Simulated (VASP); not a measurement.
# Se (I4/mmm) in VASP: further runs, part 2 of 2

VASP 6.6.1. The steps go on from the part before.

## Step 3: Single point, PBE+D3(BJ) (strain -0.0750 x Voigt [0, 1, 0, 0, 0, 0])

Input file INCAR:

```
SYSTEM = Se
ALGO = Normal ; EDIFF = 1E-6
ENCUT = 520 ; GGA = PE
ISIF = 2 ; ISMEAR = 0
IVDW = 12 ; LASPH = .True.
LCHARG = .False. ; LREAL = .False.
LWAVE = .False. ; NBANDS = 9
NELM = 100 ; PREC = Accurate
SIGMA = 0.15
```

Input file KPOINTS:

```
k-points
0
Gamma
  20 20 20
  0 0 0
```

Input file POSCAR:

```
Se
1.0
   -1.7034486149      1.5756899688      1.7034486149
    1.7034486149     -1.5756899688      1.7034486149
    1.7034486149      1.5756899688     -1.7034486149
Se
1
Direct
    0.0000000000      0.0000000000      0.0000000000
```

Potentials or basis: VASP PAW PBE potentials, release 64 (Se).

Launch:

```console
> cat potpaw_PBE.64/Se/POTCAR > POTCAR
> mpirun -np 1 vasp_std > vasp.out
```

OUTCAR:

```text
SYSTEM = Se
   EDIFF = 1E-6
   ENCUT = 520
   GGA = PE
   ISIF = 2
   ISMEAR = 0
   IVDW = 12
   LASPH = .True.
   LREAL = .False.
   NELM = 100
   PREC = Accurate
 IVDW          = 12

 ion  position               nearest neighbor table
   1  0.000  0.000  0.000-

  LATTYP: Found a body centered tetragonal cell.
 ALAT       =     3.4068972298
 C/A-ratio  =     0.9250000000

  Lattice vectors:

 A1 = (  -1.7034486149,  -1.5756899688,   1.7034486149)
 A2 = (   1.7034486149,  -1.5756899688,  -1.7034486149)
 A3 = (   1.7034486149,   1.5756899688,   1.7034486149)

Analysis of symmetry for initial positions (statically):
=====================================================================
 Subroutine PRICEL returns:
 Original cell was already a primitive cell.

 Routine SETGRP: Setting up the symmetry group for a
 body centered tetragonal supercell.

 Subroutine GETGRP returns: Found 16 space group operations
 (whereof 16 operations were pure point group operations)
 out of a pool of 16 trial point group operations.

The static configuration has the point symmetry D_4h.

Analysis of symmetry for dynamics (positions and initial velocities):
[... 165 lines left out ...]
 k-point     1 :       0.0000    0.0000    0.0000
  band No.  band energies     occupation
      1     -10.2659      2.00000
      2      10.2739      0.00000
      3      10.2739      0.00000
      4      10.6392      0.00000
      5      18.4459      0.00000
      6      19.3658      0.00000
      7      20.1654      0.00000
      8      20.1654      0.00000
      9      21.7879      0.00000
[... 265 lines left out ...]
 k-point    24 :      -0.4000    0.0500    0.0000
  band No.  band energies     occupation
      1      -7.0629      2.00000
      2       1.1886      2.00000
      3       6.9323      0.90933
      4       8.8752      0.00000
      5      14.2728      0.00000
      6      15.2484      0.00000
      7      22.0014      0.00000
      8      26.4204      0.00000
      9      27.7629      0.00000

 [... further k-points ...]

------------------------ aborting loop because EDIFF is reached ----------------------------------------

 Edisp (eV)   -0.47522

 E8    (eV) :    -0.1938

  FORCE on cell =-STRESS in cart. coord.  units (eV):
  Direction    XX          YY          ZZ          XY          YZ          ZX
  --------------------------------------------------------------------------------------
  -------------------------------------------------------------------------------------
  Total       0.43775     1.15262     0.43775     0.00000     0.00000     0.00000
  in kB      38.34857   100.97352    38.34857     0.00000     0.00000     0.00000
  external pressure =       59.22 kB  Pullay stress =        0.00 kB

 VOLUME and BASIS-vectors are now :
 -----------------------------------------------------------------------------
  energy-cutoff  :      520.00
  volume of cell :       18.29
      direct lattice vectors                 reciprocal lattice vectors
    -1.703448615  1.575689969  1.703448615     0.000000000  0.317321307  0.293522209
     1.703448615 -1.575689969  1.703448615     0.293522209  0.000000000  0.293522209
     1.703448615  1.575689969 -1.703448615     0.293522209  0.317321307  0.000000000

 POSITION                                       TOTAL-FORCE (eV/Angst)
 -----------------------------------------------------------------------------------
      0.00000      0.00000      0.00000         0.000000      0.000000      0.000000
 -----------------------------------------------------------------------------------
    total drift:                               -0.000000     -0.000000     -0.000000

  FREE ENERGIE OF THE ION-ELECTRON SYSTEM (eV)
  ---------------------------------------------------
  free  energy   TOTEN  =        -3.3181482109 eV

  energy  without entropy=       -3.3102377659  energy(sigma->0) =       -3.31419299
```

OSZICAR:

```text
N       E                     dE             d eps       ncg     rms          rms(c)
DAV:   1     0.917731566885E+01    0.91773E+01   -0.29930E+03 11602   0.580E+02
DAV:   2    -0.259618810480E+01   -0.11774E+02   -0.11332E+02 15955   0.768E+01
DAV:   3    -0.284074675546E+01   -0.24456E+00   -0.24180E+00 13612   0.983E+00
DAV:   4    -0.284113862751E+01   -0.39187E-03   -0.39183E-03 15643   0.434E-01
DAV:   5    -0.284113883165E+01   -0.20414E-06   -0.20519E-06 13687   0.897E-03    0.386E+00
DAV:   6    -0.284198486217E+01   -0.84603E-03   -0.12273E-03 13330   0.210E-01    0.230E+00
DAV:   7    -0.284291420404E+01   -0.92934E-03   -0.23970E-03 12704   0.297E-01    0.490E-02
DAV:   8    -0.284292406888E+01   -0.98648E-05   -0.63976E-05 12971   0.514E-02    0.717E-03
DAV:   9    -0.284292470325E+01   -0.63437E-06   -0.10168E-06 13022   0.750E-03
   1 F= -.33181482E+01 E0= -.33141930E+01  d E =-.791044E-02
```

Wall time 2 min (1 thread of AMD EPYC 7R43 (Zen 3), shared host); peak memory 0.2 GiB.

Results:

```yaml
Free_energy: -3.3181 eV
Pressure: 5.9 GPa
Band_gap_on_the_k_mesh: zero (bands 3 and 4 overlap by 7.54 eV)
Dispersion_energy_per_atom: -0.475 eV
```

Caveat: the cell differs from its parent crystal (strain -0.0750 x Voigt [0, 1, 0, 0, 0, 0]); the cell stands under pressure.

## Step 4: Single point, PBE+D3(BJ) (strain +0.0750 x Voigt [0, 1, 0, 0, 0, 0])

Input file INCAR:

```
SYSTEM = Se
PREC = Accurate ; ENCUT = 520
EDIFF = 1E-6 ; ISMEAR = 0
SIGMA = 0.15 ; LREAL = .False.
LASPH = .True. ; NELM = 60
ALGO = Normal ; ISIF = 2
LWAVE = .False. ; LCHARG = .True.
GGA = PE ; IVDW = 12
LELF = .True. ; LVHAR = .True.
NBANDS = 9
```

Input file KPOINTS:

```
regular mesh
0
Gamma
  20 20 20
  0 0 0
```

Input file POSCAR:

```
Se
1.0
   -1.7034486149      1.8312072610      1.7034486149
    1.7034486149     -1.8312072610      1.7034486149
    1.7034486149      1.8312072610     -1.7034486149
Se
1
Direct
    0.0000000000      0.0000000000      0.0000000000
```

Launch:

```console
> cat potpaw_PBE.64/Se/POTCAR > POTCAR
> mpirun -np 1 vasp_std > vasp.out
```

Wall time 1.8 min (1 thread of AMD EPYC 7R43 (Zen 3), shared host); peak memory 0.21 GiB.

The run converged. Its results:

```
Free energy                : -3.3073 eV
Pressure                   : -5.7 GPa
Band gap on the k mesh     : zero (bands 3 and 4 overlap by 5.97 eV)
Dispersion energy per atom : -0.410 eV
```

Stress tensor (GPa, compression positive):
```
-4.11  0.00  0.00
 0.00 -8.92  0.00
 0.00  0.00 -4.11
```

Levels at points of the mesh, in eV from the Fermi level:
```tsv
k point	band 1	band 2	band 3	band 4	band 5	band 6	band 7
(0.00, 0.00, 0.00)	-15.74	2.67	2.76	2.76	10.54	11.92	11.92
(0.50, 0.00, 0.00)	-12.68	-6.32	0.22	2.19	7.18	8.83	16.10
(0.00, 0.50, 0.00)	-12.40	-6.16	-0.35	1.43	6.36	7.63	18.14
(0.50, 0.50, 0.50)	-10.53	-3.76	-2.66	-2.66	4.11	4.60	21.91
```

Caveat: the cell differs from its parent crystal (strain +0.0750 x Voigt [0, 1, 0, 0, 0, 0]); the cell stands under tension.

## Step 5: Single point, PBE+D3(BJ) (strain +0.1125 x Voigt [0, 1, 0, 0, 0, 0])

Input file INCAR:

```
PREC = Accurate ; ENCUT = 520
EDIFF = 1E-6 ; ISMEAR = 0
SIGMA = 0.15 ; LREAL = F
LASPH = T ; NELM = 60
ALGO = Normal ; ISIF = 2
LWAVE = F ; LCHARG = T
GGA = PE ; IVDW = 12
LELF = T ; LVHAR = T
NBANDS = 9
```

Input file KPOINTS:

```
Automatic mesh
0
Gamma
  20 20 20
```

Input file POSCAR:

```
Se
1.0
   -1.7034486149      1.8950865841      1.7034486149
    1.7034486149     -1.8950865841      1.7034486149
    1.7034486149      1.8950865841     -1.7034486149
Se
1
Direct
    0.0000000000      0.0000000000      0.0000000000
```

Launch:

```console
> cat potpaw_PBE.64/Se/POTCAR > POTCAR
> mpirun -np 1 vasp_std > vasp.out
```

It took 1.7 min on 1 thread of AMD EPYC 7R43 (Zen 3), shared host; peak memory 0.21 GiB.

The run converged. Its results:

```yaml
Free_energy: -3.2603 eV
Pressure: -7.3 GPa
Band_gap_on_the_k_mesh: zero (bands 3 and 4 overlap by 5.51 eV)
Dispersion_energy_per_atom: -0.396 eV
```

Stress tensor (GPa, compression positive):
```
 -5.30   0.00   0.00
  0.00 -11.35   0.00
  0.00   0.00  -5.30
```

Levels at points of the mesh, in eV from the Fermi level:
```tsv
k point	band 1	band 2	band 3	band 4	band 5	band 6
(0.00, 0.00, 0.00)	-15.47	2.51	2.59	2.59	10.10	11.73
(0.50, 0.00, 0.00)	-12.62	-6.09	0.31	2.12	7.28	9.07
(0.00, 0.50, 0.00)	-12.26	-5.85	-0.48	1.09	6.14	7.38
(0.50, 0.50, 0.50)	-10.66	-3.90	-2.37	-2.37	4.23	4.88
```

Caveat: the cell differs from its parent crystal (strain +0.1125 x Voigt [0, 1, 0, 0, 0, 0]); the cell stands under tension.

## Step 6: Overview

| cell | gap on the mesh (eV) | pressure (GPa) |
| --- | --- | --- |
| a = 2.811 Å, angles 105.4, 118.0, 105.4°, 1 atom | none | 17.5 |
| a = 2.879 Å, angles 107.4, 113.6, 107.4°, 1 atom | none | 5.9 |
| a = 3.026 Å, angles 111.5, 105.5, 111.5°, 1 atom | none | -5.7 |
| a = 3.065 Å, angles 112.5, 103.6, 112.5°, 1 atom | none | -7.3 |

Alike in all rows: task single point; level PBE+D3(BJ); potentials or basis VASP PAW PBE potentials, release 64 (Se); no spin polarisation; k mesh 20 × 20 × 20; cutoff (eV) 520; smearing gaussian 0.15 eV.

Caveats: the cell stands under pressure (at least some runs); the cell stands under tension (at least some runs).

Total energies depend on the potentials used, so only differences within one code and one set of settings carry meaning.
